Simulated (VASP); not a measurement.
# SnSe (zincblende type) (F-43m) in VASP: further runs

Runs on SnSe (zincblende type). Level: PBE. Tasks: single point.

All numbers are computed with VASP 6.6.1; they aren't measurements. Logs are shortened: lines on timing, memory, paths and dates and some standing lists are left out, and cuts for length are marked.

## 1. The cell of the first run

The structure is cubic, space group F-43m (No. 216). Conventional cell: a = 6.641 Å, b = 6.641 Å, c = 6.641 Å, α = 90.00°, β = 90.00°, γ = 90.00°. Sn (site symmetry -43m) has 4 Se at 2.88 Å within 3.8 Å. Se (site symmetry -43m) has 4 Sn at 2.88 Å within 3.8 Å.

## 2. Single point, PBE (36.61 Å³/atom)

Input file INCAR:

```
PREC = Accurate ; ENCUT = 520
EDIFF = 1E-6 ; ISMEAR = -1
SIGMA = 0.05 ; LREAL = F
LASPH = T ; NELM = 80
ALGO = Normal ; ISIF = 2
LWAVE = F ; LCHARG = F
GGA = PE ; NBANDS = 17
```

Input file KPOINTS:

```
regular mesh
0
Gamma
  12 12 12
```

Input file POSCAR:

```
SnSe
1.0
    0.0000000000      3.3203314452      3.3203314452
    3.3203314452      0.0000000000      3.3203314452
    3.3203314452      3.3203314452      0.0000000000
Sn Se
1 1
Direct
    0.0000000000      0.0000000000      0.0000000000
    0.2500000000      0.2500000000      0.2500000000
```

Potentials or basis: VASP PAW PBE potentials, release 64 (Sn_d, Se).

The run is started by

```sh
cat potpaw_PBE.64/Sn_d/POTCAR potpaw_PBE.64/Se/POTCAR > POTCAR
mpirun -np 1 vasp_std > vasp.out
```

OUTCAR:

```text
PREC = Accurate
   ENCUT = 520
   EDIFF = 1E-6
   ISMEAR = -1
   LREAL = F
   LASPH = T
   NELM = 80
   ISIF = 2
   GGA = PE

 ion  position               nearest neighbor table
   1  0.000  0.000  0.000-   2 2.88   2 2.88   2 2.88   2 2.88
   2  0.250  0.250  0.250-   1 2.88   1 2.88   1 2.88   1 2.88

  LATTYP: Found a face centered cubic cell.
 ALAT       =     6.6406628904

  Lattice vectors:

 A1 = (   0.0000000000,   3.3203314452,   3.3203314452)
 A2 = (   3.3203314452,   0.0000000000,   3.3203314452)
 A3 = (   3.3203314452,   3.3203314452,   0.0000000000)

Analysis of symmetry for initial positions (statically):
=====================================================================
 Subroutine PRICEL returns:
 Original cell was already a primitive cell.

 Routine SETGRP: Setting up the symmetry group for a
 face centered cubic supercell.

 Subroutine GETGRP returns: Found 24 space group operations
 (whereof 24 operations were pure point group operations)
 out of a pool of 48 trial point group operations.

The static configuration has the point symmetry T_d .

Analysis of symmetry for dynamics (positions and initial velocities):
=====================================================================
 Subroutine PRICEL returns:
 Original cell was already a primitive cell.

 Routine SETGRP: Setting up the symmetry group for a
 face centered cubic supercell.

 Subroutine GETGRP returns: Found 24 space group operations
 (whereof 24 operations were pure point group operations)
 out of a pool of 48 trial point group operations.

The dynamic configuration has the point symmetry T_d .

 Subroutine INISYM returns: Found 24 space group operations
 (whereof 24 operations are pure point group operations),
 and found     1 'primitive' translations

----------------------------------------------------------------------------------------

                                     Primitive cell

  volume of cell :      73.2107

  direct lattice vectors                    reciprocal lattice vectors
     0.000000000  3.320331445  3.320331445    -0.150587376  0.150587376  0.150587376
     3.320331445  0.000000000  3.320331445     0.150587376 -0.150587376  0.150587376
     3.320331445  3.320331445  0.000000000     0.150587376  0.150587376 -0.150587376

  length of vectors
     4.695657761  4.695657761  4.695657761     0.260824986  0.260824986  0.260824986

  position of ions in fractional coordinates (direct lattice)
     0.000000000  0.000000000  0.000000000
     0.250000000  0.250000000  0.250000000

  ion indices of the primitive-cell ions
   primitive index   ion index
                 1           1
                 2           2

----------------------------------------------------------------------------------------

 KPOINTS: regular mesh

Automatic generation of k-mesh.
 Grid dimensions read from file:
 generate k-points for:   12   12   12

 Generating k-lattice:

  Cartesian coordinates                     Fractional coordinates (reciprocal lattice)
    -0.012548948  0.012548948  0.012548948     0.083333333  0.000000000  0.000000000
     0.012548948 -0.012548948  0.012548948     0.000000000  0.083333333  0.000000000
     0.012548948  0.012548948 -0.012548948     0.000000000  0.000000000  0.083333333

  Length of vectors
     0.021735416  0.021735416  0.021735416

  Shift w.r.t. Gamma in fractional coordinates (k-lattice)
     0.000000000  0.000000000  0.000000000

 Subroutine IBZKPT returns following result:
 ===========================================

 Found     72 irreducible k-points:

 Following reciprocal coordinates:
            Coordinates               Weight
  0.000000  0.000000  0.000000      1.000000
  0.083333  0.000000  0.000000      8.000000
  0.166667  0.000000  0.000000      8.000000
  0.250000  0.000000  0.000000      8.000000
  0.333333  0.000000  0.000000      8.000000
  0.416667  0.000000  0.000000      8.000000
[... 16 lines left out ...]
  0.500000  0.166667  0.000000     24.000000
 -0.416667  0.166667  0.000000     24.000000
 [... further k-points ...]
   k-points           NKPTS =     72   k-points in BZ     NKDIM =     72   number of bands    NBANDS=     17
   number of dos      NEDOS =    301   number of ions     NIONS =      2
   total plane-waves  NPLWV =  46656
   dimension x,y,z NGX =    36 NGY =   36 NGZ =   36
   dimension x,y,z NGXF=    72 NGYF=   72 NGZF=   72
   ions per type =               1   1
   NGX,Y,Z   is equivalent  to a cutoff of  12.75, 12.75, 12.75 a.u.
   NGXF,Y,Z  is equivalent  to a cutoff of  25.49, 25.49, 25.49 a.u.
 SYSTEM =  unknown system
   PREC   = accura    normal or accurate (medium, high low for compatibility)
   ISTART =      0    job   : 0-new  1-cont  2-samecut
   ICHARG =      2    charge: 1-file 2-atom 10-const
   ISPIN  =      1    spin polarized calculation?
   LNONCOLLINEAR =      F non collinear calculations
   LSORBIT =      F    spin-orbit coupling
   LASPH  =      T    aspherical Exc in radial PAW
   ENCUT  =  520.0 eV  38.22 Ry    6.18 a.u.   8.73  8.73  8.73*2*pi/ulx,y,z
   NELM   =     80;   NELMIN=  2; NELMDL= -5     # of ELM steps
   EDIFF  = 0.1E-05   stopping-criterion for ELM
   LREAL  =      F    real-space projection
   EDIFFG = 0.1E-04   stopping-criterion for IOM
   NSW    =      0    number of steps for IOM
   IBRION =     -1    ionic relax: 0-MD 1-quasi-New 2-CG
   NFREE  =      0    steps in history (QN), initial steepest desc. (CG)
   ISIF   =      2    stress and relaxation
   ISYM   =      2    0-nonsym 1-usesym 2-fastsym
   POTIM  = 0.5000    time-step for ionic-motion
   TEBEG  =    0.0;   TEEND  =   0.0 temperature during run
   PSTRESS=    0.0 pullay stress
   NELECT =      20.0000    total number of electrons
   NUPDOWN=      -1.0000    fix difference up-down
   EMIN   =  10.00;   EMAX   =-10.00  energy-range for DOS
   EFERMI =   0.00;   METHOD = LEGACY
   ISMEAR =    -1;   SIGMA  =   0.05  broadening in eV -4-tet -1-fermi 0-gaus
   EFERMI_NEDOS =   21; number of points for ismear=-14 and -15
   IALGO  =     38    algorithm
   IMIX   =      4    mixing-type and parameters
     AMIX     =   0.40;   BMIX     =  1.00
     AMIX_MAG =   1.60;   BMIX_MAG =  1.00
  volume/ion in A,a.u.               =      36.61       247.02
  Fermi-wavevector in a.u.,A,eV,Ry     =   1.062250  2.007361 15.352474  1.128375
  Thomas-Fermi vector in A             =   2.197694
   LORBIT       =      0    0 simple, 1 ext, 2 COOP (PROOUT), +10 PAW based schemes
   GGA     = PE    functional components
   LHFCALC =     F    Hartree Fock is set to
   AEXX    =    0.0000 exact exchange contribution
   IVDW    =     0    specifies the selected vdW correction
   LEPSILON=     F    determine dielectric tensor
   LRPA    =     F    only Hartree local field effects (RPA)
 non-spin polarized calculation
  energy-cutoff  :      520.00
  volume of cell :       73.21
 maximum number of plane-waves:      1996
   NGX = 17   NGY = 17   NGZ = 17

 number of electron      20.0000000 magnetization

 Free energy of the ion-electron system (eV)
  ---------------------------------------------------
  ext. energy  EPLUGINS =         0.00000000
  ---------------------------------------------------
  free energy    TOTEN  =        -7.72581225 eV

  energy without entropy =       -7.72266306  energy(sigma->0) =       -7.72423765

 E-fermi :   3.3608     XC(G=0):  -8.0038

 val. band max:        3.3303586328   @ k =   0.4167   0.4167   0.0000
 cond. band min:       3.4347435201   @ k =   0.5000   0.4167   0.0000
 fundamental gap:      0.1043848873
 Fermi energy:         3.3607647387

 k-point     1 :       0.0000    0.0000    0.0000
  band No.  band energies     occupation
      1     -18.4406      2.00000
      2     -18.4406      2.00000
      3     -18.4406      2.00000
      4     -18.4245      2.00000
      5     -18.4245      2.00000
      6     -10.1589      2.00000
[... 9 lines left out ...]
     16      10.7843      0.00000
     17      11.9674      0.00000

 k-point     2 :       0.0833    0.0000    0.0000
  band No.  band energies     occupation
      1     -18.4409      2.00000
      2     -18.4403      2.00000
      3     -18.4403      2.00000
      4     -18.4245      2.00000
      5     -18.4245      2.00000
      6     -10.1294      2.00000
[... 9 lines left out ...]
     16      10.4791      0.00000
     17      11.7129      0.00000

 k-point     3 :       0.1667    0.0000    0.0000
  band No.  band energies     occupation
      1     -18.4417      2.00000
      2     -18.4396      2.00000
      3     -18.4396      2.00000
      4     -18.4244      2.00000
      5     -18.4244      2.00000
      6     -10.0460      2.00000
[... 9 lines left out ...]
     16      10.1245      0.00000
     17      11.3824      0.00000

 k-point     4 :       0.2500    0.0000    0.0000
  band No.  band energies     occupation
      1     -18.4428      2.00000
      2     -18.4387      2.00000
      3     -18.4387      2.00000
      4     -18.4242      2.00000
      5     -18.4242      2.00000
      6      -9.9245      2.00000
[... 9 lines left out ...]
     16      10.0375      0.00000
     17      11.5577      0.00000
[... 343 lines left out ...]
      1     -18.4458      2.00000
      2     -18.4368      2.00000
      3     -18.4362      2.00000
      4     -18.4249      2.00000
      5     -18.4232      2.00000
      6      -9.6825      2.00000
[... 9 lines left out ...]
     16      11.5012      0.00000
     17      12.0625      0.00000

 k-point    23 :       0.5000    0.1667    0.0000
  band No.  band energies     occupation
      1     -18.4460      2.00000
      2     -18.4366      2.00000
      3     -18.4360      2.00000
      4     -18.4245      2.00000
      5     -18.4233      2.00000
      6      -9.6058      2.00000
[... 9 lines left out ...]
     16      11.3984      0.00000
     17      11.6964      0.00000

 k-point    24 :      -0.4167    0.1667    0.0000
  band No.  band energies     occupation
      1     -18.4457      2.00000
      2     -18.4367      2.00000
      3     -18.4362      2.00000
      4     -18.4241      2.00000
      5     -18.4236      2.00000
      6      -9.5954      2.00000
[... 9 lines left out ...]
     16      10.7761      0.00000
     17      11.9369      0.00000

 [... further k-points ...]

------------------------ aborting loop because EDIFF is reached ----------------------------------------

  FORCE on cell =-STRESS in cart. coord.  units (eV):
  Direction    XX          YY          ZZ          XY          YZ          ZX
  --------------------------------------------------------------------------------------
  -------------------------------------------------------------------------------------
  Total        0.9574900      0.9574900      0.9574900      0.0000000      0.0000000      0.0000000
  in kB       20.9541734     20.9541734     20.9541734      0.0000000      0.0000000      0.0000000
  external PRESSURE =      20.9541734 kB  Pullay stress =       0.0000000 kB

 VOLUME and BASIS-vectors are now :
 -----------------------------------------------------------------------------
  energy-cutoff  :      520.00
  volume of cell :       73.21
      direct lattice vectors                 reciprocal lattice vectors
     0.000000000  3.320331445  3.320331445    -0.150587376  0.150587376  0.150587376
     3.320331445  0.000000000  3.320331445     0.150587376 -0.150587376  0.150587376
     3.320331445  3.320331445  0.000000000     0.150587376  0.150587376 -0.150587376

 POSITION                                       TOTAL-FORCE (eV/Angst)
 -----------------------------------------------------------------------------------
      0.00000      0.00000      0.00000         0.000000      0.000000      0.000000
      1.66017      1.66017      1.66017        -0.000000     -0.000000     -0.000000
 -----------------------------------------------------------------------------------
    total drift:                               -0.000000     -0.000000     -0.000000

  FREE ENERGIE OF THE ION-ELECTRON SYSTEM (eV)
  ---------------------------------------------------
  free  energy   TOTEN  =        -7.7258122484 eV

  energy  without entropy=       -7.7226630572  energy(sigma->0) =       -7.72423765
```

It took 34 s on 1 thread of Intel Xeon 6975P-C (Granite Rapids), shared host; peak memory 0.26 GiB.

What came out:

- Free energy: -7.7258 eV
- Pressure: 2.1 GPa
- Band gap on the k mesh: zero (bands 10 and 11 overlap by 0.16 eV)

Levels at points of the mesh, in eV from the Fermi level:
| k point | band 8 | band 9 | band 10 | band 11 | band 12 | band 13 |
| --- | --- | --- | --- | --- | --- | --- |
| (0.00, 0.00, 0.00) | -2.44 | -2.44 | -2.44 | 1.44 | 1.44 | 1.44 |
| (0.50, 0.00, 0.00) | -2.98 | -2.98 | -2.25 | 2.21 | 2.21 | 3.44 |
| (0.50, 0.50, 0.00) | -3.71 | -3.71 | -0.66 | -0.09 | 4.49 | 4.49 |

Caveat: semilocal functionals underestimate gaps, so a narrow gap can read as zero; spin-orbit coupling is left out, which moves the levels of the heavy elements.

## 3. Single point, PBE (37.75 Å³/atom)

This run uses another cell than the first one, of 37.75 Å³/atom.

Input file INCAR:

```
ALGO = Normal ; EDIFF = 1E-6
ENCUT = 520 ; GGA = PE
ISIF = 2 ; ISMEAR = -1
LASPH = T ; LCHARG = T
LELF = T ; LREAL = F
LVHAR = T ; LWAVE = F
NBANDS = 17 ; NELM = 100
PREC = Accurate ; SIGMA = 0.05
```

Input file KPOINTS:

```
k-points
0
Gamma
  12 12 12
```

Input file POSCAR:

```
SnSe
1.0
    0.0000000000      3.3546901734      3.3546901734
    3.3546901734      0.0000000000      3.3546901734
    3.3546901734      3.3546901734      0.0000000000
Sn Se
1 1
Direct
    0.0000000000      0.0000000000      0.0000000000
    0.2500000000      0.2500000000      0.2500000000
```

Potentials or basis: VASP PAW PBE potentials, release 64 (Sn_d, Se).

The run is started by

```sh
cat potpaw_PBE.64/Sn_d/POTCAR potpaw_PBE.64/Se/POTCAR > POTCAR
mpirun -np 1 vasp_std > vasp.out
```

OUTCAR:

```text
EDIFF = 1E-6
   ENCUT = 520
   GGA = PE
   ISIF = 2
   ISMEAR = -1
   LASPH = T
   LREAL = F
   NELM = 100
   PREC = Accurate

 ion  position               nearest neighbor table
   1  0.000  0.000  0.000-   2 2.91   2 2.91   2 2.91   2 2.91
   2  0.250  0.250  0.250-   1 2.91   1 2.91   1 2.91   1 2.91

  LATTYP: Found a face centered cubic cell.
 ALAT       =     6.7093803468

  Lattice vectors:

 A1 = (   0.0000000000,   3.3546901734,   3.3546901734)
 A2 = (   3.3546901734,   0.0000000000,   3.3546901734)
 A3 = (   3.3546901734,   3.3546901734,   0.0000000000)

Analysis of symmetry for initial positions (statically):
=====================================================================
 Subroutine PRICEL returns:
 Original cell was already a primitive cell.

 Routine SETGRP: Setting up the symmetry group for a
 face centered cubic supercell.

 Subroutine GETGRP returns: Found 24 space group operations
 (whereof 24 operations were pure point group operations)
 out of a pool of 48 trial point group operations.

[... 157 lines left out ...]
  free energy    TOTEN  =        -7.74808289 eV

  energy without entropy =       -7.74599051  energy(sigma->0) =       -7.74703670

 E-fermi :   3.1023     XC(G=0):  -7.8708

 val. band max:        3.0714157199   @ k =   0.5000   0.5000   0.0000
 cond. band min:       3.1222560730   @ k =  -0.2500   0.5000   0.2500
 fundamental gap:      0.0508403531
 Fermi energy:         3.1022746046

 k-point     1 :       0.0000    0.0000    0.0000
  band No.  band energies     occupation
      1     -18.7042      2.00000
      2     -18.7042      2.00000
      3     -18.7042      2.00000
      4     -18.6909      2.00000
      5     -18.6909      2.00000
      6     -10.2486      2.00000
[... 457 lines left out ...]
      4     -18.6905      2.00000
      5     -18.6901      2.00000
      6      -9.7274      2.00000
[... 9 lines left out ...]
     16      10.4339      0.00000
     17      11.6000      0.00000

 [... further k-points ...]

------------------------ aborting loop because EDIFF is reached ----------------------------------------

  FORCE on cell =-STRESS in cart. coord.  units (eV):
  Direction    XX          YY          ZZ          XY          YZ          ZX
  --------------------------------------------------------------------------------------
  -------------------------------------------------------------------------------------
  Total        0.4674005      0.4674005      0.4674005     -0.0000000      0.0000000     -0.0000000
  in kB        9.9177346      9.9177346      9.9177346     -0.0000000      0.0000000     -0.0000000
  external PRESSURE =       9.9177346 kB  Pullay stress =       0.0000000 kB

 VOLUME and BASIS-vectors are now :
 -----------------------------------------------------------------------------
  energy-cutoff  :      520.00
  volume of cell :       75.51
      direct lattice vectors                 reciprocal lattice vectors
     0.000000000  3.354690173  3.354690173    -0.149045061  0.149045061  0.149045061
     3.354690173  0.000000000  3.354690173     0.149045061 -0.149045061  0.149045061
     3.354690173  3.354690173  0.000000000     0.149045061  0.149045061 -0.149045061

 POSITION                                       TOTAL-FORCE (eV/Angst)
 -----------------------------------------------------------------------------------
      0.00000      0.00000      0.00000         0.000000     -0.000000     -0.000000
      1.67735      1.67735      1.67735        -0.000000      0.000000      0.000000
 -----------------------------------------------------------------------------------
    total drift:                               -0.000000     -0.000000     -0.000000

  FREE ENERGIE OF THE ION-ELECTRON SYSTEM (eV)
  ---------------------------------------------------
  free  energy   TOTEN  =        -7.7480828906 eV

  energy  without entropy=       -7.7459905109  energy(sigma->0) =       -7.74703670
```

OSZICAR:

```text
N       E                     dE             d eps       ncg     rms          rms(c)
DAV:   1     0.132124264552E+03    0.13212E+03   -0.96745E+03  2483   0.127E+03
DAV:   2     0.600295959250E+01   -0.12612E+03   -0.12237E+03  2690   0.318E+02
DAV:   3    -0.767000152533E+01   -0.13673E+02   -0.13534E+02  2906   0.964E+01
DAV:   4    -0.806651849717E+01   -0.39652E+00   -0.39617E+00  2922   0.179E+01
DAV:   5    -0.807917640149E+01   -0.12658E-01   -0.12657E-01  3464   0.307E+00    0.339E+00
DAV:   6    -0.774781580249E+01    0.33136E+00   -0.91296E-01  3526   0.447E+00    0.209E+00
DAV:   7    -0.774506684029E+01    0.27490E-02   -0.10911E-01  2562   0.138E+00    0.105E+00
DAV:   8    -0.774746799932E+01   -0.24012E-02   -0.13246E-02  2887   0.102E+00    0.126E-01
DAV:   9    -0.774760654317E+01   -0.13854E-03   -0.36729E-03  2762   0.396E-01    0.889E-02
DAV:  10    -0.774797731280E+01   -0.37077E-03   -0.59222E-04  2621   0.150E-01    0.250E-02
DAV:  11    -0.774807375045E+01   -0.96438E-04   -0.11705E-04  2732   0.604E-02    0.769E-03
DAV:  12    -0.774808127586E+01   -0.75254E-05   -0.12319E-05  2753   0.378E-02    0.248E-03
DAV:  13    -0.774808276187E+01   -0.14860E-05   -0.25468E-06  2645   0.806E-03    0.257E-03
DAV:  14    -0.774808289063E+01   -0.12876E-06   -0.45055E-07  2159   0.457E-03
   1 F= -.77480829E+01 E0= -.77470367E+01  d E =-.209238E-02
```

Wall time 32 s (1 thread of Intel Xeon 6975P-C (Granite Rapids), shared host); peak memory 0.26 GiB.

What came out:

* Free energy: -7.7481 eV
* Pressure: 1.0 GPa
* Band gap on the k mesh: zero (bands 10 and 11 overlap by 0.05 eV)

Caveat: semilocal functionals underestimate gaps, so a narrow gap can read as zero; spin-orbit coupling is left out, which moves the levels of the heavy elements.
